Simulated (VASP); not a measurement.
# Ni (Pm-3n) in VASP: single point with PBEsol

Aim: the single point of Ni with PBEsol.

Everything below comes from runs of VASP 6.6.1. Logs are shortened: lines on timing, memory, paths and dates and some standing lists are left out, and cuts for length are marked.

### 1 The cell of the first run

Symmetry: Pm-3n, No. 223, cubic system. The conventional cell has a = 4.413 Å, b = 4.413 Å, c = 4.413 Å, α = 90.00°, β = 90.00°, γ = 90.00°. Ni (site symmetry m-3) has 12 Ni at 2.47 Å within 3.3 Å. Ni (site symmetry -4m2) has 14 Ni at 2.21 to 2.70 Å within 2.9 Å.

### 2 Single point, PBEsol, collinear spin, ferromagnetic start

The input, INCAR:

```
PREC = Accurate
ENCUT = 520
EDIFF = 1E-6
ISMEAR = 0
SIGMA = 0.1
LREAL = F
LASPH = T
NELM = 150
ALGO = Normal
ISIF = 2
LWAVE = F
LCHARG = F
ISPIN = 2
MAGMOM = 2 2 2 2 2 2 2 2
LORBIT = 11
LMAXMIX = 4
GGA = PS
NBANDS = 54
```

The input, KPOINTS:

```
Automatic mesh
0
Gamma
  4 4 4
```

The input, POSCAR:

```
Ni
1.0
    4.4126996780      0.0000000000      0.0000000000
    0.0000000000      4.4126996780      0.0000000000
    0.0000000000      0.0000000000      4.4126996780
Ni
8
Direct
    0.5000000000      0.5000000000      0.5000000000
    0.0000000000      0.0000000000      0.0000000000
    0.2500000000      0.0000000000      0.5000000000
    0.5000000000      0.2500000000      0.0000000000
    0.5000000000      0.7500000000      0.0000000000
    0.7500000000      0.0000000000      0.5000000000
    0.0000000000      0.5000000000      0.7500000000
    0.0000000000      0.5000000000      0.2500000000
```

Potentials or basis: VASP PAW PBE potentials, release 64 (Ni).

The run is started by

```bash
> cat potpaw_PBE.64/Ni/POTCAR > POTCAR
> mpirun -np 1 vasp_std > vasp.out
```

OUTCAR:

```text
PREC = Accurate
   ENCUT = 520
   EDIFF = 1E-6
   ISMEAR = 0
   LREAL = F
   LASPH = T
   NELM = 150
   ISIF = 2
   ISPIN = 2
   LORBIT = 11
   GGA = PS

 ion  position               nearest neighbor table
   1  0.500  0.500  0.500-   3 2.47   4 2.47   5 2.47   6 2.47   7 2.47   8 2.47   4 2.47   5 2.47
                             3 2.47   6 2.47   7 2.47   8 2.47
   2  0.000  0.000  0.000-   3 2.47   4 2.47   5 2.47   6 2.47   7 2.47   8 2.47   3 2.47   6 2.47
                             7 2.47   8 2.47   4 2.47   5 2.47
   3  0.250  0.000  0.500-   6 2.21   6 2.21   1 2.47   2 2.47   1 2.47   2 2.47   8 2.70   5 2.70
                             4 2.70   5 2.70   4 2.70   7 2.70   8 2.70   7 2.70
   4  0.500  0.250  0.000-   5 2.21   5 2.21   1 2.47   1 2.47   2 2.47   2 2.47   8 2.70   3 2.70
                             3 2.70   6 2.70   6 2.70   7 2.70   7 2.70   8 2.70
   5  0.500  0.750  0.000-   4 2.21   4 2.21   1 2.47   1 2.47   2 2.47   2 2.47   8 2.70   3 2.70
                             3 2.70   6 2.70   6 2.70   7 2.70   7 2.70   8 2.70
   6  0.750  0.000  0.500-   3 2.21   3 2.21   1 2.47   2 2.47   1 2.47   2 2.47   8 2.70   4 2.70
                             4 2.70   5 2.70   5 2.70   7 2.70   8 2.70   7 2.70
   7  0.000  0.500  0.750-   8 2.21   8 2.21   1 2.47   2 2.47   2 2.47   1 2.47   3 2.70   4 2.70
                             5 2.70   3 2.70   6 2.70   6 2.70   4 2.70   5 2.70
   8  0.000  0.500  0.250-   7 2.21   7 2.21   1 2.47   2 2.47   2 2.47   1 2.47   3 2.70   4 2.70
                             5 2.70   3 2.70   6 2.70   6 2.70   4 2.70   5 2.70

  LATTYP: Found a simple cubic cell.
 ALAT       =     4.4126996780

  Lattice vectors:

 A1 = (   4.4126996780,   0.0000000000,   0.0000000000)
 A2 = (   0.0000000000,   4.4126996780,   0.0000000000)
 A3 = (   0.0000000000,   0.0000000000,   4.4126996780)

Analysis of symmetry for initial positions (statically):
=====================================================================
 Subroutine PRICEL returns:
 Original cell was already a primitive cell.

 Routine SETGRP: Setting up the symmetry group for a
 simple cubic supercell.

 Subroutine GETGRP returns: Found 48 space group operations
 (whereof 24 operations were pure point group operations)
 out of a pool of 48 trial point group operations.

The static configuration has the point symmetry T_h .
 The point group associated with its full space group is O_h .

Analysis of symmetry for dynamics (positions and initial velocities):
=====================================================================
 Subroutine PRICEL returns:
 Original cell was already a primitive cell.

 Routine SETGRP: Setting up the symmetry group for a
 simple cubic supercell.

 Subroutine GETGRP returns: Found 48 space group operations
 (whereof 24 operations were pure point group operations)
 out of a pool of 48 trial point group operations.

The dynamic configuration has the point symmetry T_h .
 The point group associated with its full space group is O_h .

Analysis of structural, dynamic, and magnetic symmetry:
=====================================================================
 Subroutine PRICEL returns:
 Original cell was already a primitive cell.

 Routine SETGRP: Setting up the symmetry group for a
 simple cubic supercell.

 Subroutine GETGRP returns: Found 48 space group operations
 (whereof 24 operations were pure point group operations)
 out of a pool of 48 trial point group operations.

The overall configuration has the point symmetry T_h .
 The point group associated with its full space group is O_h .

 Subroutine INISYM returns: Found 48 space group operations
 (whereof 24 operations are pure point group operations),
 and found     1 'primitive' translations

----------------------------------------------------------------------------------------

                                     Primitive cell

  volume of cell :      85.9237

  direct lattice vectors                    reciprocal lattice vectors
     4.412699678  0.000000000  0.000000000     0.226618640  0.000000000  0.000000000
     0.000000000  4.412699678  0.000000000     0.000000000  0.226618640  0.000000000
     0.000000000  0.000000000  4.412699678     0.000000000  0.000000000  0.226618640

  length of vectors
     4.412699678  4.412699678  4.412699678     0.226618640  0.226618640  0.226618640

  position of ions in fractional coordinates (direct lattice)
     0.500000000  0.500000000  0.500000000
     0.000000000  0.000000000  0.000000000
[... 67 lines left out ...]
   ICHARG =      2    charge: 1-file 2-atom 10-const
   ISPIN  =      2    spin polarized calculation?
   LNONCOLLINEAR =      F non collinear calculations
   LSORBIT =      F    spin-orbit coupling
   LASPH  =      T    aspherical Exc in radial PAW
   ENCUT  =  520.0 eV  38.22 Ry    6.18 a.u.   8.20  8.20  8.20*2*pi/ulx,y,z
   NELM   =    150;   NELMIN=  2; NELMDL= -5     # of ELM steps
   EDIFF  = 0.1E-05   stopping-criterion for ELM
   LREAL  =      F    real-space projection
   EDIFFG = 0.1E-04   stopping-criterion for IOM
   NSW    =      0    number of steps for IOM
   IBRION =     -1    ionic relax: 0-MD 1-quasi-New 2-CG
   NFREE  =      0    steps in history (QN), initial steepest desc. (CG)
   ISIF   =      2    stress and relaxation
   ISYM   =      2    0-nonsym 1-usesym 2-fastsym
   POTIM  = 0.5000    time-step for ionic-motion
   TEBEG  =    0.0;   TEEND  =   0.0 temperature during run
   PSTRESS=    0.0 pullay stress
   NELECT =      80.0000    total number of electrons
   NUPDOWN=      -1.0000    fix difference up-down
   EMIN   =  10.00;   EMAX   =-10.00  energy-range for DOS
   EFERMI =   0.00;   METHOD = LEGACY
   ISMEAR =     0;   SIGMA  =   0.10  broadening in eV -4-tet -1-fermi 0-gaus
   EFERMI_NEDOS =   21; number of points for ismear=-14 and -15
   IALGO  =     38    algorithm
   IMIX   =      4    mixing-type and parameters
     AMIX     =   0.40;   BMIX     =  1.00
     AMIX_MAG =   1.60;   BMIX_MAG =  1.00
  volume/ion in A,a.u.               =      10.74        72.48
  Fermi-wavevector in a.u.,A,eV,Ry     =   1.598578  3.020874 34.769023  2.555451
  Thomas-Fermi vector in A             =   2.696006
   LORBIT       =     11    0 simple, 1 ext, 2 COOP (PROOUT), +10 PAW based schemes
   GGA     = PS    functional components
   LHFCALC =     F    Hartree Fock is set to
   AEXX    =    0.0000 exact exchange contribution
   IVDW    =     0    specifies the selected vdW correction
   LEPSILON=     F    determine dielectric tensor
   LRPA    =     F    only Hartree local field effects (RPA)
 spin polarized calculation
 Gauss-broadening in eV      SIGMA  =   0.10
  energy-cutoff  :      520.00
  volume of cell :       85.92
 maximum number of plane-waves:      2360
 NGX is ok and might be reduce to    36
   NGX = 17   NGY = 17   NGZ = 17

 number of electron      80.0000000 magnetization      16.0000000

 number of electron      79.9999947 magnetization       4.6172837

 Free energy of the ion-electron system (eV)
  ---------------------------------------------------
  ext. energy  EPLUGINS =         0.00000000
  ---------------------------------------------------
  free energy    TOTEN  =       -47.88002590 eV

  energy without entropy =      -47.77857930  energy(sigma->0) =      -47.82930260

 E-fermi :   9.3644     XC(G=0): -13.4965

 val. band max:        9.3436065291   @ k =   0.5000   0.5000   0.2500
 cond. band min:       9.3668885276   @ k =   0.2500   0.2500   0.0000
 fundamental gap:      0.0232819985
 Fermi energy:         9.3643822647

 spin component 1

 k-point     1 :       0.0000    0.0000    0.0000
  band No.  band energies     occupation
      1       0.2271      1.00000
      2       4.4115      1.00000
      3       4.4115      1.00000
      4       5.0589      1.00000
      5       5.4460      1.00000
      6       5.4460      1.00000
[... 539 lines left out ...]
     51      23.8050      0.00000
     52      23.8080      0.00000
 Fermi energy:         9.3643822647

 spin component 2

 k-point     1 :       0.0000    0.0000    0.0000
  band No.  band energies     occupation
      1       0.2281      1.00000
      2       4.7557      1.00000
      3       4.7557      1.00000
      4       5.3435      1.00000
      5       5.9326      1.00000
      6       5.9326      1.00000
[... 539 lines left out ...]
     51      23.9369      0.00000
     52      23.9382      0.00000
 [bands above 52 left out]

------------------------ aborting loop because EDIFF is reached ----------------------------------------

  FORCE on cell =-STRESS in cart. coord.  units (eV):
  Direction    XX          YY          ZZ          XY          YZ          ZX
  --------------------------------------------------------------------------------------
  -------------------------------------------------------------------------------------
  Total       -1.1850481     -1.1850481     -1.1850481     -0.0000000     -0.0000000     -0.0000000
  in kB      -22.0970067    -22.0970067    -22.0970067     -0.0000000     -0.0000000     -0.0000000
  external PRESSURE =     -22.0970067 kB  Pullay stress =       0.0000000 kB

 VOLUME and BASIS-vectors are now :
 -----------------------------------------------------------------------------
  energy-cutoff  :      520.00
  volume of cell :       85.92
      direct lattice vectors                 reciprocal lattice vectors
     4.412699678  0.000000000  0.000000000     0.226618640  0.000000000  0.000000000
     0.000000000  4.412699678  0.000000000     0.000000000  0.226618640  0.000000000
     0.000000000  0.000000000  4.412699678     0.000000000  0.000000000  0.226618640

 POSITION                                       TOTAL-FORCE (eV/Angst)
 -----------------------------------------------------------------------------------
      2.20635      2.20635      2.20635         0.000000     -0.000000      0.000000
      0.00000      0.00000      0.00000         0.000000     -0.000000      0.000000
      1.10317      0.00000      2.20635         0.000000      0.000000     -0.000000
      2.20635      1.10317      0.00000        -0.000000     -0.000000      0.000000
      2.20635      3.30952      0.00000         0.000000      0.000000     -0.000000
      3.30952      0.00000      2.20635        -0.000000     -0.000000     -0.000000
      0.00000      2.20635      3.30952         0.000000      0.000000     -0.000000
      0.00000      2.20635      1.10317        -0.000000     -0.000000      0.000000
 -----------------------------------------------------------------------------------
    total drift:                                0.000000      0.000000     -0.000000

  FREE ENERGIE OF THE ION-ELECTRON SYSTEM (eV)
  ---------------------------------------------------
  free  energy   TOTEN  =       -47.8800259044 eV

  energy  without entropy=      -47.7785792965  energy(sigma->0) =      -47.82930260

 total charge

# of ion       s       p       d       tot
------------------------------------------
    1        0.512   0.524   8.327   9.363
    2        0.512   0.524   8.327   9.363
    3        0.504   0.511   8.349   9.363
    4        0.504   0.511   8.349   9.363
    5        0.504   0.511   8.349   9.363
    6        0.504   0.511   8.349   9.363
    7        0.504   0.511   8.349   9.363
    8        0.504   0.511   8.349   9.363
--------------------------------------------------
tot          4.048   4.111  66.746  74.904

 magnetization (x)

# of ion       s       p       d       tot
------------------------------------------
    1       -0.005  -0.023   0.606   0.578
    2       -0.005  -0.023   0.606   0.578
    3       -0.004  -0.018   0.606   0.584
    4       -0.004  -0.018   0.606   0.584
    5       -0.004  -0.018   0.606   0.584
    6       -0.004  -0.018   0.606   0.584
    7       -0.004  -0.018   0.606   0.584
    8       -0.004  -0.018   0.606   0.584
--------------------------------------------------
tot         -0.031  -0.155   4.847   4.661
```

Wall time 80 s (1 thread of AMD EPYC 9R45 (Zen 5), shared host); peak memory 0.23 GiB.

What came out:

- Free energy: -47.8800 eV
- Pressure: -2.2 GPa
- Net moment: 4.62 μB per cell
- Site moments: Ni +0.58 μB
- Valence electrons inside the program's atomic spheres: Ni 9.36

Levels at points of the mesh, in eV from the Fermi level:
Spin up:
```csv
k point,band 38,band 39,band 40,band 41,band 42,band 43,band 44,band 45,band 46,band 47
"(0.00, 0.00, 0.00)",-0.66,-0.46,-0.46,-0.46,1.12,1.12,1.12,2.68,2.68,2.99
"(0.50, 0.00, 0.00)",-0.81,-0.46,-0.46,-0.21,-0.21,1.90,1.90,2.44,2.44,4.47
"(0.50, 0.50, 0.00)",-0.60,-0.60,-0.54,-0.45,-0.35,-0.35,-0.15,2.22,4.05,4.05
"(0.50, 0.50, 0.50)",-0.74,-0.74,-0.74,0.25,0.25,0.25,0.25,0.25,0.25,0.44
```
Spin down:
```csv
k point,band 34,band 35,band 36,band 37,band 38,band 39,band 40,band 41
"(0.00, 0.00, 0.00)",-0.27,-0.27,0.03,0.03,0.03,0.22,0.22,0.22
"(0.50, 0.00, 0.00)",-0.21,-0.18,-0.18,-0.17,-0.17,0.20,0.20,0.51
"(0.50, 0.50, 0.00)",-0.39,-0.16,-0.16,-0.08,0.01,0.05,0.05,0.24
"(0.50, 0.50, 0.50)",-0.15,-0.15,-0.15,-0.09,-0.09,-0.09,-0.09,0.76
```

Caveat: the PAW data sets were made with another functional, which shifts forces and pressure a little.
